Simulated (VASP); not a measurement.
# BaTiO3 in VASP: further runs, part 2 of 4

VASP 6.6.1.

### 3 Electric field gradients, PBE (equal xy, yz and zx shear strains of -1 %)

INCAR

```
SYSTEM = BaTiO3
PREC = Accurate ; ENCUT = 520
EDIFF = 1E-8 ; ISMEAR = -1
SIGMA = 0.05 ; LREAL = .False.
LASPH = .True. ; NELM = 60
ALGO = Normal ; ISIF = 2
LWAVE = .False. ; LCHARG = .False.
GGA = PE ; LEFG = .True.
NBANDS = 28
```

KPOINTS

```
regular mesh
0
Gamma
  8 8 8
  0 0 0
```

POSCAR

```
BaTiO3
1.0
    3.9841000000     -0.0199205000     -0.0199205000
   -0.0284142500      2.8228210000      2.8316147500
   -0.0000437500     -2.8512790000      2.8599852500
Ba Ti O
1 1 3
Direct
    0.0000000000      0.0000000000      0.0000000000
    0.5000000000      0.5079000000      0.5079000000
    0.0000000000      0.4921000000      0.4921000000
    0.5000000000      0.5025100000      0.9937100000
    0.5000000000      0.9937100000      0.5025100000
```

Potentials or basis: VASP PAW PBE potentials, release 64 (Ba_sv, Ti_sv, O).

Command:

```sh
cat potpaw_PBE.64/Ba_sv/POTCAR potpaw_PBE.64/Ti_sv/POTCAR potpaw_PBE.64/O/POTCAR > POTCAR
mpirun -np 1 vasp_std > vasp.out
```

OUTCAR:

```text
SYSTEM = BaTiO3
   PREC = Accurate
   ENCUT = 520
   EDIFF = 1E-8
   ISMEAR = -1
   LREAL = .False.
   LASPH = .True.
   NELM = 60
   ISIF = 2
   GGA = PE

 ion  position               nearest neighbor table
   1  0.000  0.000  0.000-   4 2.80   3 2.80   4 2.81   5 2.83   5 2.83   4 2.84   3 2.84   3 2.84
                             5 2.84   5 2.84   4 2.85   3 2.89   2 3.42   2 3.45   2 3.45   2 3.45
   2  0.500  0.508  0.508-   5 1.94   4 1.96   3 1.99   3 2.00   5 2.06   4 2.08   1 3.42   1 3.45
                             1 3.45   1 3.45   1 3.48   1 3.48   1 3.49   1 3.53
   3  0.000  0.492  0.492-   2 1.99   2 2.00   1 2.80   1 2.84   1 2.84   1 2.89
   4  0.500  0.503  0.994-   2 1.96   2 2.08   1 2.80   1 2.81   1 2.84   1 2.85
   5  0.500  0.994  0.503-   2 1.94   2 2.06   1 2.83   1 2.83   1 2.84   1 2.84

  LATTYP: Found a triclinic cell.
 ALAT       =     3.9983956608
 B/A-ratio  =     0.9964495611
 C/A-ratio  =     1.0100246988
 COS(alpha) =     0.0000216119
 COS(beta)  =     0.0030795867
 COS(gamma) =     0.0141769391

  Lattice vectors:

 A1 = (  -0.0284142500,   2.8228210000,   2.8316147500)
 A2 = (  -3.9841000000,   0.0199205000,   0.0199205000)
 A3 = (  -0.0000437500,  -2.8512790000,   2.8599852500)

Analysis of symmetry for initial positions (statically):
=====================================================================
 Subroutine PRICEL returns:
 Original cell was already a primitive cell.

 Routine SETGRP: Setting up the symmetry group for a
 triclinic supercell.

 Subroutine GETGRP returns: Found  1 space group operations
 (whereof  1 operations were pure point group operations)
 out of a pool of  2 trial point group operations.

The static configuration has the point symmetry C_1 .

Analysis of symmetry for dynamics (positions and initial velocities):
=====================================================================
 Subroutine PRICEL returns:
 Original cell was already a primitive cell.

 Routine SETGRP: Setting up the symmetry group for a
 triclinic supercell.

 Subroutine GETGRP returns: Found  1 space group operations
 (whereof  1 operations were pure point group operations)
 out of a pool of  2 trial point group operations.

The dynamic configuration has the point symmetry C_1 .

 Subroutine INISYM returns: Found  1 space group operations
 (whereof  1 operations are pure point group operations),
 and found     1 'primitive' translations

----------------------------------------------------------------------------------------

                                     Primitive cell

  volume of cell :      64.3278

  direct lattice vectors                    reciprocal lattice vectors
     3.984100000 -0.019920500 -0.019920500     0.251010330  0.001261358  0.001261358
    -0.028414250  2.822821000  2.831614750     0.001768616  0.177131207  0.176592018
    -0.000043750 -2.851279000  2.859985250    -0.000002723 -0.175365314  0.174820679

  length of vectors
     3.984199601  3.998395661  4.038478373     0.251016668  0.250126635  0.247619190

  position of ions in fractional coordinates (direct lattice)
     0.000000000  0.000000000  0.000000000
[... 106 lines left out ...]
  Fermi-wavevector in a.u.,A,eV,Ry     =   1.397318  2.640548 26.565335  1.952497
  Thomas-Fermi vector in A             =   2.520586
   LORBIT       =      0    0 simple, 1 ext, 2 COOP (PROOUT), +10 PAW based schemes
   GGA     = PE    functional components
   LHFCALC =     F    Hartree Fock is set to
   AEXX    =    0.0000 exact exchange contribution
   IVDW    =     0    specifies the selected vdW correction
   LEPSILON=     F    determine dielectric tensor
   LRPA    =     F    only Hartree local field effects (RPA)
 non-spin polarized calculation
  energy-cutoff  :      520.00
  volume of cell :       64.33
 maximum number of plane-waves:      1765
 NGX is ok and might be reduce to    30
   NGX = 15   NGY = 15   NGZ = 15

 number of electron      39.9999994 magnetization

 Free energy of the ion-electron system (eV)
  ---------------------------------------------------
  ext. energy  EPLUGINS =         0.00000000
  ---------------------------------------------------
  free energy    TOTEN  =       -39.96736779 eV

  energy without entropy =      -39.96736779  energy(sigma->0) =      -39.96736779

 E-fermi :   4.7323     XC(G=0): -11.2406

 val. band max:        3.8237027881   @ k =   0.5000   0.5000   0.5000
 cond. band min:       5.5904218337   @ k =   0.0000   0.0000   0.0000
 fundamental gap:      1.7667190456
 Fermi energy:         4.7323498188

 k-point     1 :       0.0000    0.0000    0.0000
  band No.  band energies     occupation
      1     -52.8028      2.00000
      2     -29.0249      2.00000
      3     -29.0177      2.00000
      4     -29.0106      2.00000
      5     -21.0176      2.00000
      6     -13.0794      2.00000
[... 733 lines left out ...]
     27      12.0448      0.00000
     28      12.5006      0.00000

 [... further k-points ...]

------------------------ aborting loop because EDIFF is reached ----------------------------------------

  FORCE on cell =-STRESS in cart. coord.  units (eV):
  Direction    XX          YY          ZZ          XY          YZ          ZX
  --------------------------------------------------------------------------------------
  -------------------------------------------------------------------------------------
  Total        1.7776823      1.5042897      1.2160608      0.5031371      0.3898796      0.5032517
  in kB       44.2757387     37.4665034     30.2877460     12.5313534      9.7105134     12.5342097
  external PRESSURE =      37.3433293 kB  Pullay stress =       0.0000000 kB

 VOLUME and BASIS-vectors are now :
 -----------------------------------------------------------------------------
  energy-cutoff  :      520.00
  volume of cell :       64.33
      direct lattice vectors                 reciprocal lattice vectors
     3.984100000 -0.019920500 -0.019920500     0.251010330  0.001261358  0.001261358
    -0.028414250  2.822821000  2.831614750     0.001768616  0.177131207  0.176592018
    -0.000043750 -2.851279000  2.859985250    -0.000002723 -0.175365314  0.174820679

 POSITION                                       TOTAL-FORCE (eV/Angst)
 -----------------------------------------------------------------------------------
      0.00000      0.00000      0.00000         0.007428     -0.001043      0.087260
      1.97760     -0.02441      2.88080        -0.013740     -0.034578      0.177417
     -0.01400     -0.01400      2.80084        -0.001722     -0.002828      0.097481
      1.97773     -1.42481      4.25495         0.001919      0.016269     -0.198897
      1.96379      1.36231      4.24101         0.006116      0.022180     -0.163262
 -----------------------------------------------------------------------------------
    total drift:                               -0.000055      0.000174     -0.000090

  FREE ENERGIE OF THE ION-ELECTRON SYSTEM (eV)
  ---------------------------------------------------
  free  energy   TOTEN  =       -39.9673677946 eV

  energy  without entropy=      -39.9673677934  energy(sigma->0) =      -39.96736779

 Electric field gradients (V/A^2)
---------------------------------------------------------------------
 ion       V_xx      V_yy      V_zz      V_xy      V_xz      V_yz
---------------------------------------------------------------------
   1       0.339    -1.169     0.831    -6.793    -6.934    -1.740
   2      -5.809     3.068     2.742     1.879     1.852    -6.384
   3      24.227   -11.685   -12.542    -1.348    -1.361    -1.697
   4     -13.481     6.243     7.238     0.018     0.017   -20.424
   5     -12.843     5.922     6.921    -1.339    -1.356    16.099
---------------------------------------------------------------------

 Electric field gradients after diagonalization (V/A^2)
 (convention: |V_zz| > |V_xx| > |V_yy|)
----------------------------------------------------------------------
 ion       V_xx      V_yy      V_zz     asymmetry (V_yy - V_xx)/ V_zz
----------------------------------------------------------------------
   1       9.059     1.536   -10.595       0.710
   2      -7.529    -1.762     9.291       0.621
   3     -13.958   -10.365    24.323       0.148
   4     -13.692   -13.478    27.170       0.008
   5     -12.945    -9.686    22.631       0.144
----------------------------------------------------------------------

           NMR quadrupolar parameters

 Cq : quadrupolar parameter    Cq=e*Q*V_zz/h
 eta: asymmetry parameters     (V_yy - V_xx)/ V_zz
 Q  : nuclear electric quadrupole moment in mb (millibarn)
----------------------------------------------------------------------
 ion       Cq(MHz)       eta       Q (mb)
----------------------------------------------------------------------
   1      -0.026       0.710       1.000
   2       0.022       0.621       1.000
   3       0.059       0.148       1.000
   4       0.066       0.008       1.000
   5       0.055       0.144       1.000
----------------------------------------------------------------------
```

OSZICAR:

```text
N       E                     dE             d eps       ncg     rms          rms(c)
DAV:   1     0.437478996987E+03    0.43748E+03   -0.20933E+04 14560   0.155E+03
DAV:   2    -0.410324542340E+01   -0.44158E+03   -0.42012E+03 16692   0.430E+02
DAV:   3    -0.487288683157E+02   -0.44626E+02   -0.44181E+02 20148   0.135E+02
DAV:   4    -0.508741849799E+02   -0.21453E+01   -0.21408E+01 22188   0.251E+01
DAV:   5    -0.509394833120E+02   -0.65298E-01   -0.65287E-01 19548   0.338E+00    0.229E+01
DAV:   6    -0.401674766938E+02    0.10772E+02   -0.57357E+01 21068   0.664E+01    0.984E+00
DAV:   7    -0.401290806974E+02    0.38396E-01   -0.10093E+01 19620   0.230E+01    0.666E+00
DAV:   8    -0.399590180121E+02    0.17006E+00   -0.65191E-01 17880   0.710E+00    0.344E+00
DAV:   9    -0.399963895158E+02   -0.37372E-01   -0.34340E-01 20756   0.494E+00    0.158E+00
DAV:  10    -0.399711225939E+02    0.25267E-01   -0.16566E-01 17164   0.422E+00    0.529E-01
DAV:  11    -0.399673941774E+02    0.37284E-02   -0.17373E-02 19904   0.860E-01    0.140E-01
DAV:  12    -0.399674557064E+02   -0.61529E-04   -0.13326E-03 18104   0.328E-01    0.809E-02
DAV:  13    -0.399673661474E+02    0.89559E-04   -0.38693E-04 16808   0.213E-01    0.178E-02
DAV:  14    -0.399673671901E+02   -0.10427E-05   -0.20749E-05 19388   0.307E-02    0.546E-03
DAV:  15    -0.399673685677E+02   -0.13776E-05   -0.39090E-06 17576   0.188E-02    0.730E-03
DAV:  16    -0.399673677043E+02    0.86340E-06   -0.16080E-06 18040   0.122E-02    0.622E-04
DAV:  17    -0.399673678006E+02   -0.96290E-07   -0.12241E-07 19056   0.308E-03    0.936E-04
DAV:  18    -0.399673677946E+02    0.60595E-08   -0.31266E-08 13488   0.172E-03
   1 F= -.39967368E+02 E0= -.39967368E+02  d E =-.112733E-08
```

stdout:

```text
POSCAR found type information on POSCAR BaTiO
 POSCAR found :  3 types and       5 ions
 scaLAPACK will be used
 LDA part: xc-table for (Slater+PW92), standard interpolation
 POSCAR, INCAR and KPOINTS ok, starting setup
 FFT: planning ... GRIDC
 FFT: planning ... GRID_SOFT
 FFT: planning ... GRID
 WAVECAR not read
 entering main loop
ion   1
     0.0000600     0.1102127     0.0262391    -0.0198830     0.1115765    -0.0019788
     0.0000826     0.1102127     0.0262391    -0.0198830     0.1115765    -0.0019788
     0.0001137     0.1102127     0.0262391    -0.0198830     0.1115765    -0.0019788
     0.0001566     0.1102127     0.0262391    -0.0198830     0.1115765    -0.0019788

     0.0000600     6.3086300     1.6242541    -0.6822376     6.4376123    -0.6760973
     0.0000826     6.3077964     1.6240720    -0.6821585     6.4367598    -0.6759769
     0.0001137     6.3064903     1.6237892    -0.6820350     6.4354240    -0.6757865
     0.0001566     6.3044530     1.6233520    -0.6818429     6.4333403    -0.6754862
[... 34 lines left out ...]
ion   5
     0.0000293     0.3875121    -2.8086664    -1.2299774     0.3936236     1.8145812
     0.0000403     0.3875121    -2.8086664    -1.2299774     0.3936236     1.8145812
     0.0000555     0.3875121    -2.8086663    -1.2299774     0.3936236     1.8145812
     0.0000765     0.3875121    -2.8086662    -1.2299774     0.3936236     1.8145811

     0.0000293     1.2140203   -12.1392775    -4.7518406     1.2315961     7.2881737
     0.0000403     1.2140201   -12.1392752    -4.7518397     1.2315959     7.2881723
     0.0000555     1.2140197   -12.1392711    -4.7518382     1.2315955     7.2881699
     0.0000765     1.2140191   -12.1392643    -4.7518356     1.2315949     7.2881659
```

Wall time 6 min (1 thread of Intel Xeon Platinum 8488C (Sapphire Rapids), shared host); peak memory 0.52 GiB.

Results:

```
Free energy            : -39.9674 eV
Pressure               : 3.7 GPa
Largest force          : 0.200 eV/Å
Band gap on the k mesh : 1.77 eV, indirect (least direct gap 1.94 eV)
```

Forces on the atoms (eV/Å):
```
Ba   0.007 -0.001  0.087
Ti  -0.014 -0.035  0.177
O   -0.002 -0.003  0.097
O    0.002  0.016 -0.199
O    0.006  0.022 -0.163
```

Levels at points of the mesh, in eV from the valence-band top:
| k point | band 18 | band 19 | band 20 | band 21 | band 22 | band 23 |
| --- | --- | --- | --- | --- | --- | --- |
| (0.00, 0.00, 0.00) | -0.28 | -0.22 | -0.17 | 1.77 | 1.81 | 1.88 |
| (0.50, 0.00, 0.00) | -1.81 | -0.80 | -0.76 | 1.96 | 3.50 | 3.54 |
| (0.00, 0.50, 0.00) | -1.77 | -0.79 | -0.74 | 1.97 | 3.51 | 3.53 |
| (0.50, 0.50, 0.00) | -0.87 | -0.81 | -0.08 | 3.51 | 3.54 | 3.94 |
| (0.00, 0.00, 0.50) | -1.69 | -0.82 | -0.69 | 1.98 | 3.42 | 3.45 |
| (0.50, 0.00, 0.50) | -0.92 | -0.92 | -0.12 | 3.44 | 3.53 | 3.89 |
| (0.00, 0.50, 0.50) | -0.93 | -0.91 | -0.14 | 3.45 | 3.53 | 3.88 |
| (0.50, 0.50, 0.50) | -0.05 | -0.02 | 0.00 | 4.12 | 4.15 | 4.18 |

Electric field gradients, principal values (V/Å²):
| atom | least | middle | greatest (by size) |
| --- | --- | --- | --- |
| 1 Ba | 1.536 | 9.059 | -10.595 |
| 2 Ti | -1.762 | -7.529 | 9.291 |
| 3 O | -10.365 | -13.958 | 24.323 |
| 4 O | -13.478 | -13.692 | 27.170 |
| 5 O | -9.686 | -12.945 | 22.631 |

Caveat: the cell differs from its parent crystal (equal xy, yz and zx shear strains of -1 %); without QUAD_EFG the Cq values of the log hold for a quadrupole moment of 1 mb, not for the nuclei; spin-orbit coupling is left out, which moves the levels of the heavy elements. A k mesh can miss the band edges.

(Part 2 of 4 ends here.)
